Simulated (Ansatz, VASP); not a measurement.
## Al2As2H: VASP beside Ansatz

File INCAR:

```
  PREC = Accurate
  ENCUT = 400
  EDIFF = 1E-6
  ISMEAR = 0
  SIGMA = 0.05
  LREAL = F
  LASPH = T
  NELM = 200
  ALGO = Normal
  ISIF = 2
  LWAVE = F
  LCHARG = T
  ISPIN = 2
  MAGMOM = 0 0 0 0 1
  LORBIT = 11
  LDIPOL = T
  IDIPOL = 3
  DIPOL = 0.5 0.5 0.327
  GGA = PE
  IVDW = 12
  LELF = T
  LVHAR = T
  LVACPOTAV = T
  NBANDS = 20
  GGA_COMPAT = F
  NELMDL = -8
```

File KPOINTS:

```
regular mesh
0
Gamma
  9 9 1
```

The input POSCAR:

```
Al2As2H
1.0
    4.0049767175      0.0000000000      0.0000000000
   -2.0024883587      3.4684115789      0.0000000000
    0.0000000000      0.0000000000     21.3465727100
As Al H
2 2 1
Direct
    0.0000000000      0.0000000000      0.1873837105
    0.3333333333      0.6666666667      0.3496634936
    0.3333333333      0.6666666667      0.2256808395
    0.6666666667      0.3333333333      0.3769491627
    0.7777777778      0.5555555556      0.4940639818
```

Input for Ansatz:

```yaml
crystal:
  lattice:
    - [4.0049767175, 0.0, 0.0]
    - [-2.0024883587, 3.4684115789, 0.0]
    - [0.0, 0.0, 21.34657271]
  atoms:
    - { symbol: As, position: [0.0, 0.0, 0.1873837105] }
    - { symbol: Al, position: [0.3333333333, 0.6666666667, 0.2256808395] }
    - { symbol: As, position: [0.3333333333, 0.6666666667, 0.3496634936] }
    - { symbol: Al, position: [0.6666666667, 0.3333333333, 0.3769491627] }
    - { symbol: H, position: [0.7777777778, 0.5555555556, 0.4940639818], spin: 1.0 }
basis:
  ecutwfc: 420
kpoints:
  mp_grid: { grid: [9, 9, 1] }
hamiltonian:
  xc: pbe
  pseudopotentials: { kind: paw, azcp: { folder: soft_1 } }
  dispersion: d3bj
scf:
  occupations: { method: gaussian, width: 0.05 }
output:
  forces: true
  eigenvalues: true
  populations: true
magnetization:
  spin_polarized: true
efield:
  axis: 3
  dipole_correction: true
  ramp_width: 0.04
```

Alike in both runs: task single point; functional PBE; dispersion D3(BJ); k mesh 9 × 9 × 1; occupations gaussian, width 0.05 eV; collinear spin.

|  | VASP | Ansatz |
| --- | --- | --- |
| version | VASP 6.6.1 | Ansatz 0.2.0 |
| potentials or method | VASP PAW PBE potentials, release 64 (As, Al, H), cutoff 400 eV | scalar-relativistic, plane waves, PAW |
| valence electrons in the cell | 17 | 37 |

|  | VASP | Ansatz | Ansatz less VASP |
| --- | --- | --- | --- |
| gap on the k mesh at the Fermi level (eV) | none | none | - |
| rms of the force components (eV/Å) | 0.526 | 0.523 | -0.0033 |
| net moment per atom (μB) | 0.20 | 0.20 | 0.000 |
| size of the moment on the site where the two differ most (μB) | 0.23 | 0.49 | +0.260 |
| work function, face that differs most (eV) | 5.61 | 5.62 | +0.007 |

Site moments also hang on the region over which each program counts them. A gap of «none» marks a metal or a gap that the smearing closes. VASP's potentials hold 17 valence electrons a cell and Ansatz's 37, so a difference there can come from the potentials and not from the codes.
